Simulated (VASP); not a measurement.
Wanted: the native input for a VASP 6.6.1 run.

| Item | Value |
| --- | --- |
| Task | single point |
| Functional | PBE |
| Potentials or basis | VASP PAW PBE potentials, release 64 (Te, Pt) |
| Cutoff | 500 eV |
| k mesh | 12 × 12 × 8 |
| Occupations | gaussian, width 0.15 eV |
| Spin | collinear spin |
| Starting moments | [0.0, 0.0, 0.375] μB |
| Fixed moment | 0.375 μB |
| Dipole correction | no |
| Further INCAR settings | ALGO = Normal; EDIFF = 1e-06; NBANDS = 22 |

The structure of Te2Pt lies in POSCAR:

```
Te2Pt
1.0
    4.0885922681      0.0000000000      0.0000000000
   -2.0442961340      3.5408247699      0.0000000000
    0.0000000000      0.0000000000      5.3884626196
Te Pt
2 1
Direct
    0.3333333333      0.6666666667      0.2528728645
    0.6666666667      0.3333333333      0.7471271355
    0.0000000000      0.0000000000      0.0000000000
```

One way to write it, as run:

INCAR

```
PREC = Accurate ; ENCUT = 500
EDIFF = 1E-6 ; ISMEAR = 0
SIGMA = 0.15 ; LREAL = False
LASPH = True ; NELM = 200
ALGO = Normal ; ISIF = 2
LWAVE = False ; LCHARG = False
ISPIN = 2 ; MAGMOM = 0 0 0.375
LORBIT = 11 ; NUPDOWN = 0.375
LMAXMIX = 4 ; GGA = PE
NBANDS = 22 ; GGA_COMPAT = False
```

KPOINTS

```
Automatic mesh
0
Gamma
  12 12 8
```

Potentials or basis: VASP PAW PBE potentials, release 64 (Te, Pt).

Command:

```bash
$ cat potpaw_PBE.64/Te/POTCAR potpaw_PBE.64/Pt/POTCAR > POTCAR
$ mpirun -np 1 vasp_std > vasp.out
```

Results of the run:

The pressure is -0.1 GPa. The largest force is 0.046 eV/Å. The net moment is 0.38 μB per cell. The site moments are Te +0.07; Pt +0.11 μB and the valence electrons inside the program's atomic spheres are Te 3.30; Pt 9.32.

Caveat: the total moment is fixed, so each spin has its own Fermi level.

It took 4.5 min on 1 thread of Intel(R) Xeon(R) Platinum 8488C (Sapphire Rapids), on a shared host, peak memory 0.44 GiB.
